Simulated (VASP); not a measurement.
Wanted: the native input for a VASP 6.6.1 run.

* Task: single point
* Functional: revPBE
* Dispersion: D3(BJ)
* Potentials or basis: VASP PAW PBE potentials, release 64 (S, Pt)
* Cutoff: 400 eV
* k mesh: 12 × 12 × 1
* Occupations: gaussian, width 0.03 eV
* Spin: no spin polarisation
* Dipole correction: yes
* Further INCAR settings: ALGO = Normal; EDIFF = 1e-06; NBANDS = 18; NELMDL = -8

The structure of PtS2 (d.A) lies in POSCAR:

```
PtS2
1.0
    3.5600000000      0.0000000000      0.0000000000
   -1.7800000000      3.0830504375      0.0000000000
    0.0000000000      0.0000000000     16.4600000000
S Pt
2 1
Direct
    0.3333330000      0.6666670000      0.4252733900
    0.6666670000      0.3333330000      0.5747266100
    0.0000000000      0.0000000000      0.5000000000
```

These files were run (other wordings do the same):

INCAR

```
ALGO = Normal
DIPOL = 0.5 0.5 0.500
EDIFF = 1E-6
ENCUT = 400
GGA = RE
GGA_COMPAT = F
IDIPOL = 3
ISIF = 2
ISMEAR = 0
IVDW = 12
LASPH = T
LCHARG = F
LDIPOL = T
LREAL = F
LWAVE = F
NBANDS = 18
NELM = 120
NELMDL = -8
PREC = Accurate
SIGMA = 0.03
```

KPOINTS

```
k-points
0
Gamma
  12 12 1
```

Potentials or basis: VASP PAW PBE potentials, release 64 (S, Pt).

The run is started by

```console
$ cat potpaw_PBE.64/S/POTCAR potpaw_PBE.64/Pt/POTCAR > POTCAR
$ mpirun -np 1 vasp_std > vasp.out
```

It gave:

```
Largest force              : 0.021 eV/Å
Band gap on the k mesh     : 1.83 eV, indirect (least direct gap 1.98 eV)
Dispersion energy per atom : -0.561 eV
```

Caveat: the PAW data sets were made with another functional, which shifts forces and pressure a little; spin-orbit coupling is left out, which moves the levels of the heavy elements.

Wall time 110 s on 1 thread of AMD EPYC 7R13 (shared host), peak memory 0.22 GiB.
